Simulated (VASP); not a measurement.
# Ru2Se (P6/mmm) in VASP: notebook, part 2 of 2

VASP 6.6.1.

### Step 3. Single point, PBE

This run uses another cell than the first one, of 15.71 Å³/atom.

INCAR

```
SYSTEM = Ru2Se
PREC = Accurate
ENCUT = 520
EDIFF = 1E-6
ISMEAR = 0
SIGMA = 0.1
LREAL = .False.
LASPH = .True.
NELM = 60
ALGO = Normal
ISIF = 2
LWAVE = .False.
LCHARG = .True.
GGA = PE
LELF = .True.
LVHAR = .True.
NBANDS = 24
```

KPOINTS

```
regular mesh
0
Gamma
  12 12 16
  0 0 0
```

POSCAR

```
Ru2Se
1.0
    4.2798102540      0.0000000000      0.0000000000
   -2.1399051270      3.7064244033      0.0000000000
    0.0000000000      0.0000000000      2.9718805103
Ru Se
2 1
Direct
    0.3333333333      0.6666666667      0.5000000000
    0.6666666667      0.3333333333      0.5000000000
    0.0000000000      0.0000000000      0.0000000000
```

Potentials or basis: VASP PAW PBE potentials, release 64 (Ru_pv, Se).

Command:

```bash
$ cat potpaw_PBE.64/Ru_pv/POTCAR potpaw_PBE.64/Se/POTCAR > POTCAR
$ mpirun -np 1 vasp_std > vasp.out
```

OUTCAR:

```text
SYSTEM = Ru2Se
   PREC = Accurate
   ENCUT = 520
   EDIFF = 1E-6
   ISMEAR = 0
   LREAL = .False.
   LASPH = .True.
   NELM = 60
   ISIF = 2
   GGA = PE

 ion  position               nearest neighbor table
   1  0.333  0.667  0.500-   2 2.47   2 2.47   2 2.47   3 2.88   3 2.88   3 2.88   3 2.88   3 2.88
                             3 2.88
   2  0.667  0.333  0.500-   1 2.47   1 2.47   1 2.47   3 2.88   3 2.88   3 2.88   3 2.88   3 2.88
                             3 2.88
   3  0.000  0.000  0.000-   1 2.88   2 2.88   1 2.88   2 2.88   1 2.88   1 2.88   2 2.88   2 2.88
[... 850 lines left out ...]
  --------------------------------------------------------------------------------------
  -------------------------------------------------------------------------------------
  Total        0.0431245      0.0431245     -0.0031888      0.0000000      0.0000000     -0.0000000
  in kB        1.4656286      1.4656286     -0.1083745      0.0000000      0.0000000     -0.0000000
  external PRESSURE =       0.9409609 kB  Pullay stress =       0.0000000 kB

 VOLUME and BASIS-vectors are now :
 -----------------------------------------------------------------------------
  energy-cutoff  :      520.00
  volume of cell :       47.14
      direct lattice vectors                 reciprocal lattice vectors
     4.279810254  0.000000000  0.000000000     0.233655218  0.134900903  0.000000000
    -2.139905127  3.706424403  0.000000000     0.000000000  0.269801807  0.000000000
     0.000000000  0.000000000  2.971880510     0.000000000  0.000000000  0.336487284

 POSITION                                       TOTAL-FORCE (eV/Angst)
 -----------------------------------------------------------------------------------
     -0.00000      2.47095      1.48594        -0.000000      0.000000     -0.000000
      2.13991      1.23547      1.48594         0.000000      0.000000      0.000000
      0.00000      0.00000      0.00000        -0.000000      0.000000      0.000000
 -----------------------------------------------------------------------------------
    total drift:                               -0.000000      0.000000      0.000000

  FREE ENERGIE OF THE ION-ELECTRON SYSTEM (eV)
  ---------------------------------------------------
  free  energy   TOTEN  =       -19.8385888544 eV

  energy  without entropy=      -19.8195029799  energy(sigma->0) =      -19.82904592
```

OSZICAR:

```text
N       E                     dE             d eps       ncg     rms          rms(c)
DAV:   1     0.327645099843E+03    0.32765E+03   -0.20439E+04  8224   0.147E+03
DAV:   2    -0.123177219583E+02   -0.33996E+03   -0.32819E+03  9336   0.429E+02
DAV:   3    -0.202686220867E+02   -0.79509E+01   -0.77959E+01  9432   0.685E+01
DAV:   4    -0.203424596033E+02   -0.73838E-01   -0.73789E-01 10240   0.620E+00
DAV:   5    -0.203434456521E+02   -0.98605E-03   -0.98601E-03 10344   0.670E-01    0.144E+01
DAV:   6    -0.199227258888E+02    0.42072E+00   -0.16156E+00  8312   0.107E+01    0.635E+00
DAV:   7    -0.198573074381E+02    0.65418E-01   -0.19486E-01  8640   0.294E+00    0.350E+00
DAV:   8    -0.198396605967E+02    0.17647E-01   -0.11807E-01  8608   0.272E+00    0.829E-01
DAV:   9    -0.198386559207E+02    0.10047E-02   -0.64104E-03  9328   0.622E-01    0.766E-02
DAV:  10    -0.198385828798E+02    0.73041E-04   -0.30837E-04  9776   0.125E-01    0.265E-02
DAV:  11    -0.198385903038E+02   -0.74241E-05   -0.17494E-05  9936   0.300E-02    0.696E-03
DAV:  12    -0.198385888660E+02    0.14379E-05   -0.92697E-07  6424   0.735E-03    0.205E-03
DAV:  13    -0.198385888544E+02    0.11612E-07   -0.13193E-07  4704   0.241E-03
   1 F= -.19838589E+02 E0= -.19829046E+02  d E =-.190859E-01
```

stdout:

```text
POSCAR found type information on POSCAR RuSe
 POSCAR found :  2 types and       3 ions
 scaLAPACK will be used
 LDA part: xc-table for (Slater+PW92), standard interpolation
 POSCAR, INCAR and KPOINTS ok, starting setup
 FFT: planning ... GRIDC
 FFT: planning ... GRID_SOFT
 FFT: planning ... GRID
 WAVECAR not read
 entering main loop
```

It took 46 s on 1 thread of Intel Xeon 6975P-C (Granite Rapids), shared host; peak memory 0.29 GiB.

What came out:

- Free energy: -19.8386 eV
- Pressure: 0.1 GPa
- Band gap on the k mesh: zero (bands 17 and 18 overlap by 1.25 eV)

### Step 4. Relaxation of cell and atoms, PBE

This run uses another cell than the first one, of 15.78 Å³/atom.

INCAR

```
SYSTEM = Ru2Se
PREC = Accurate
ENCUT = 600
EDIFF = 1E-6
ISMEAR = 0
SIGMA = 0.1
LREAL = .False.
LASPH = .True.
NELM = 100
ALGO = Normal
ISIF = 3
LWAVE = .False.
LCHARG = .False.
GGA = PE
IBRION = 2
NSW = 100
EDIFFG = -0.01
```

KPOINTS is that of step 3.

POSCAR

```
Ru2Se
1.0
    4.2831555296      0.0000000000      0.0000000000
   -2.1415777648      3.7093214970      0.0000000000
    0.0000000000      0.0000000000      2.9788497202
Ru Se
2 1
Direct
    0.3333333333      0.6666666667      0.5000000000
    0.6666666667      0.3333333333      0.5000000000
    0.0000000000      0.0000000000      0.0000000000
```

Command:

```bash
$ cat potpaw_PBE.64/Ru_pv/POTCAR potpaw_PBE.64/Se/POTCAR > POTCAR
$ mpirun -np 1 vasp_std > vasp.out
```

It took 3.4 min on 1 thread of Intel Xeon 6975P-C (Granite Rapids), shared host; peak memory 0.33 GiB.

The run converged. Its results:

* Free energy: -19.8386 eV
* Relaxed volume: 15.72 Å³/atom
* Relaxed cell: a = 4.281 Å, b = 4.281 Å, c = 2.972 Å, α = 90.00°, β = 90.00°, γ = 120.00°
* Space group after relaxing (to 0.1 Å): P6/mmm (No. 191)
* Energy gained by relaxing: 0.1 meV/atom
* Ionic steps: 7
* Pressure after relaxing: 0.0 GPa
* Band gap on the k mesh: zero (bands 17 and 18 overlap by 1.24 eV)

Stress tensor (GPa, compression positive):
```
-0.01  0.00  0.00
 0.00 -0.01  0.00
 0.00  0.00 -0.09
```

The path:
| step | energy change (eV) | largest force (eV/Å) | pressure (GPa) | volume (Å³) |
| --- | --- | --- | --- | --- |
| 1 | 0.0000 | 0.0000 | -0.56 | 47.33 |
| 2 | 0.0002 | 0.0000 | 0.85 | 46.95 |
| 3 | -0.0003 | 0.0000 | 0.04 | 47.17 |
| 4 | -0.0003 | 0.0000 | 0.05 | 47.17 |
| 5 | -0.0002 | 0.0000 | -0.26 | 47.25 |
| 6 | -0.0003 | 0.0000 | 0.00 | 47.17 |
| 7 | -0.0004 | 0.0000 | -0.04 | 47.16 |

Final structure:
```
Ru Se
1.0
     4.28087    0.00000    0.00000
    -2.14043    3.70734    0.00000
     0.00000    0.00000    2.97160
Ru Se
2 1
Direct
  0.33333 0.66667 0.50000
  0.66667 0.33333 0.50000
  0.00000 0.00000 0.00000
```

Levels at points of the mesh, in eV from the Fermi level:
```csv
k point,band 15,band 16,band 17,band 18,band 19,band 20
"(0.00, 0.00, 0.00)",-1.78,-1.64,0.19,0.19,0.21,1.71
"(0.50, 0.00, 0.00)",-2.15,-0.25,0.02,0.38,0.68,2.12
"(0.00, 0.00, 0.50)",-2.07,-2.07,-0.66,1.71,2.04,2.04
"(0.50, 0.00, 0.50)",-0.50,0.16,0.44,1.07,1.43,1.45
```

### Step 5. Overview

```tsv
task	spin	cell	k mesh	cutoff (eV)	gap on the mesh (eV)	pressure (GPa)
single point	collinear, ferromagnetic start	a = 3.737, b = 3.737, c = 4.035 Å, angles 90.0, 90.0, 120.0°, 3 atoms	6 × 6 × 4	520	none	38.1
single point	off	a = 4.280, b = 4.280, c = 2.972 Å, angles 90.0, 90.0, 120.0°, 3 atoms	12 × 12 × 16	520	none	0.1
relaxation of cell and atoms	off	relaxed from a = 4.283, b = 4.283, c = 2.979 Å, angles 90.0, 90.0, 120.0°, 3 atoms	12 × 12 × 16	600	none	0.0
```

Alike in all rows: level PBE; potentials or basis VASP PAW PBE potentials, release 64 (Ru_pv, Se); smearing gaussian 0.1 eV.

Caveats: some runs use coarse meshes.

Total energies depend on the potentials used, so only differences within one code and one set of settings carry meaning.
